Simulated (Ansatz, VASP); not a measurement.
**AgPd2: VASP beside Ansatz**

```
Ag Pd
1.0
     0.00000    3.07786    3.07786
     3.07786    0.00000    3.07786
     3.07786    3.07786    0.00000
Ag Pd
1 2
Cartesian
  0.0000 0.0000 0.0000
  1.5389 1.5389 1.5389
  4.6168 4.6168 4.6168
```

Change from the starting cell: species swapped into the Na2S type (Fm-3m, No. 225).

Alike in both runs: functional PBE; k mesh 14 × 14 × 14; occupations gaussian, width 0.1 eV; no spin polarisation.

Ansatz relaxed the structure, and its values are those at the end. VASP's run is a single point on that final structure, the one shown.

```csv
,VASP,Ansatz
version,VASP 6.6.1,Ansatz 0.2.0
potentials or method,"VASP PAW PBE potentials, release 64 (Ag, Pd), cutoff 520 eV","scalar-relativistic, plane waves, PAW"
valence electrons in the cell,31,55
```

Ansatz gave:

* gap on the k mesh at the Fermi level (eV): none
* pressure (GPa): 0.0

**Question.** Which values does VASP return?

**Answer.** gap on the k mesh at the Fermi level (eV): none; pressure (GPa): -0.2.

A gap of «none» marks a metal or a gap that the smearing closes. VASP's potentials hold 31 valence electrons a cell and Ansatz's 55, so a difference there can come from the potentials and not from the codes.
